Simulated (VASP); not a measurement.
A run of VASP 6.6.1 is set up as follows.

The input INCAR:

```
SYSTEM = AlN
ALGO = Normal
EDIFF = 1E-6
ENCUT = 520
ISIF = 2
ISMEAR = 0
LASPH = .TRUE.
LCHARG = .FALSE.
LREAL = .FALSE.
LWAVE = .FALSE.
NBANDS = 16
NELM = 60
PREC = Accurate
SIGMA = 0.01
```

Contents of KPOINTS:

```
k-points
0
G
  9 9 6
  0 0 0
```

File POSCAR:

```
AlN
1.0
    3.0886190489      0.0000000000      0.0000000000
   -1.5443095244      2.6748225589      0.0000000000
    0.0000000000      0.0000000000      4.9431567737
Al N
2 2
Direct
    0.3333333333      0.6666666667     -0.0265448226
    0.6666666667      0.3333333333      0.4734551774
    0.3333333333      0.6666666667      0.4085448226
    0.6666666667      0.3333333333      0.9085448226
```

Potentials or basis: VASP PAW LDA potentials, release 64 (Al, N).

Launch:

```bash
$ cat potpaw_LDA.64/Al/POTCAR potpaw_LDA.64/N/POTCAR > POTCAR
$ mpirun -np 1 vasp_std > vasp.out
```

(1) Estimate the largest force.

(2) What does it give for the band gap on the k mesh?

Answers

(1) 1.439 eV/Å.

(2) 3.56 eV.

Caveat: the cell differs from its parent crystal (atoms moved along the polar distortion); forces of over 1 eV/Å act on the atoms, so gaps and moduli don't describe the material at rest.
